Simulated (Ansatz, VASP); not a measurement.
# One calculation of CaC2, two programs

```xyz
3
Lattice="-1.8789 1.8789 3.2958 1.8789 -1.8789 3.2958 1.8789 1.8789 -3.2958" Properties=species:S:1:pos:R:3 pbc="T T T"
Ca    0.0000    0.0000    0.0000
C     0.0000    0.0000    3.9528
C     0.0000    0.0000    2.6387
```

Change from the starting cell: strain +0.000 along x and y, +0.050 along z, atoms carried along.

Alike in both runs: task single point; functional LDA; k mesh 10 × 10 × 10; occupations gaussian, width 0.05 eV; no spin polarisation.

|  | VASP | Ansatz |
| --- | --- | --- |
| version | VASP 6.6.1 | Ansatz 0.2.0 |
| potentials or method | VASP PAW LDA potentials, release 64 (Ca_sv, C), cutoff 600 eV | scalar-relativistic, plane waves, PAW |
| valence electrons in the cell | 18 | 18 |

|  | VASP | Ansatz | Ansatz less VASP |
| --- | --- | --- | --- |
| gap on the k mesh at the Fermi level (eV) | 0.65 | 0.66 | +0.013 |
| least direct gap on the mesh (eV) | 1.82 | 1.84 | +0.012 |
| pressure (GPa) | -8.5 | -8.8 | -0.31 |
| traceless stress, the component that is largest in VASP (GPa) | -16.35 | -16.54 | -0.186 |
| rms of the force components (eV/Å) | 1.710 | 1.747 | +0.0371 |

LDA's correlation is that of Perdew and Zunger in VASP and of Perdew and Wang (1992) in Ansatz. Atom by atom the forces differ by 0.037 eV/Å (rms over components).
